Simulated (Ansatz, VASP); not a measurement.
**One calculation of Re, two programs**

File POSCAR:

```
Re
1.0
    0.0000000000      2.0342500000      1.9750000000
    1.9157500000      0.0000000000      1.9750000000
    1.9157500000      2.0342500000      0.0000000000
Re
1
Direct
    0.0000000000      0.0000000000      0.0000000000
```

File INCAR.step1:

```
  PREC = Accurate
  ENCUT = 520
  ISMEAR = 0
  SIGMA = 0.15
  LREAL = False
  LASPH = True
  NELM = 80
  NBANDS = 10
  GGA = PE
  ALGO = Normal
  EDIFF = 1E-4
  LWAVE = True
  LCHARG = False
```

File INCAR.step2:

```
  PREC = Accurate
  ENCUT = 520
  EDIFF = 1E-7
  ISMEAR = 0
  SIGMA = 0.15
  LREAL = False
  LASPH = True
  NELM = 80
  ALGO = Normal
  ISIF = 2
  LWAVE = False
  LCHARG = True
  METAGGA = R2SCAN
  LMIXTAU = True
  LELF = True
  LVHAR = True
  NBANDS = 10
  ISTART = 1
```

The input KPOINTS:

```
Automatic mesh
0
Gamma
  20 20 20
```

Input for Ansatz:

```yaml
crystal:
  lattice:
    - [0.0, 2.03425, 1.975]
    - [1.91575, 0.0, 1.975]
    - [1.91575, 2.03425, 0.0]
  atoms:
    - { symbol: Re, position: [0.0, 0.0, 0.0] }
basis:
  ecutwfc: 500
kpoints:
  mp_grid: { grid: [20, 20, 20] }
hamiltonian:
  xc: r2scan
scf:
  occupations: { method: gaussian, width: 0.15 }
output:
  forces: true
  stress: true
  eigenvalues: true
```

Change from the starting cell: strain -0.0300 x Voigt [1, -1, 0, 0, 0, 0], atoms carried along.

Alike in both runs: task single point; functional r2SCAN; k mesh 20 × 20 × 20; occupations gaussian, width 0.15 eV; no spin polarisation.

|  | VASP | Ansatz |
| --- | --- | --- |
| version | VASP 6.6.1 | Ansatz 0.2.0 |
| potentials or method | VASP PAW PBE potentials, release 64 (Re), cutoff 520 eV | scalar-relativistic, plane waves, PAW |
| valence electrons in the cell | 7 | 15 |

Ansatz gave:

```
gap on the k mesh at the Fermi level (eV)                     : none
pressure (GPa)                                                : -14.7
traceless stress, the component that is largest in VASP (GPa) : -8.24
```

Task: Which values does VASP return?

Result: gap on the k mesh at the Fermi level (eV): none; pressure (GPa): -15.0; traceless stress, the component that is largest in VASP (GPa): -8.11.

VASP's potentials were made for PBE, not for r2SCAN. A gap of «none» marks a metal or a gap that the smearing closes. VASP's potentials hold 7 valence electrons a cell and Ansatz's 15, so a difference there can come from the potentials and not from the codes.

Spin-orbit coupling is off throughout.
